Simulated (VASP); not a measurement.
Wanted: the native input for a VASP 6.6.1 run.

```
Task                   : single point
Functional             : RPBE
Potentials or basis    : VASP PAW PBE potentials, release 64 (Sn_d)
Cutoff                 : 520 eV
k mesh                 : 9 × 9 × 9
Occupations            : fermi-dirac, width 0.05 eV
Spin                   : no spin polarisation
Dipole correction      : no
Further INCAR settings : ALGO = Normal; EDIFF = 1e-06; NBANDS = 21
```

The structure of Sn lies in POSCAR:

```
Sn
1.0
   -3.0004039441      3.0004039441      1.6265029836
    3.0004039441     -3.0004039441      1.6265029836
    3.0004039441      3.0004039441     -1.6265029836
Sn
2
Direct
    0.0000000000      0.0000000000      0.0000000000
    0.7500000000      0.2500000000      0.5000000000
```

The input as run:

INCAR

```
SYSTEM = Sn
PREC = Accurate ; ENCUT = 520
EDIFF = 1E-6 ; ISMEAR = -1
SIGMA = 0.05 ; LREAL = .FALSE.
LASPH = .TRUE. ; NELM = 100
ALGO = Normal ; ISIF = 2
LWAVE = .FALSE. ; LCHARG = .FALSE.
GGA = RP ; NBANDS = 21
```

KPOINTS

```
regular mesh
0
G
  9 9 9
  0 0 0
```

Potentials or basis: VASP PAW PBE potentials, release 64 (Sn_d).

Command:

```console
$ cat potpaw_PBE.64/Sn_d/POTCAR > POTCAR
$ mpirun -np 1 vasp_std > vasp.out
```

It gave:

- Pressure: -0.1 GPa
- Band gap on the k mesh: zero (band 14 reaches 8.36 eV, above the bottom of band 15 at 4.66 eV)

Caveat: the PAW data sets were made with another functional, which shifts forces and pressure a little; spin-orbit coupling is left out, which moves the levels of the heavy elements.

It took 47 s on 1 thread of Intel(R) Xeon(R) Platinum 8488C (Sapphire Rapids), on a shared host, peak memory 0.23 GiB.
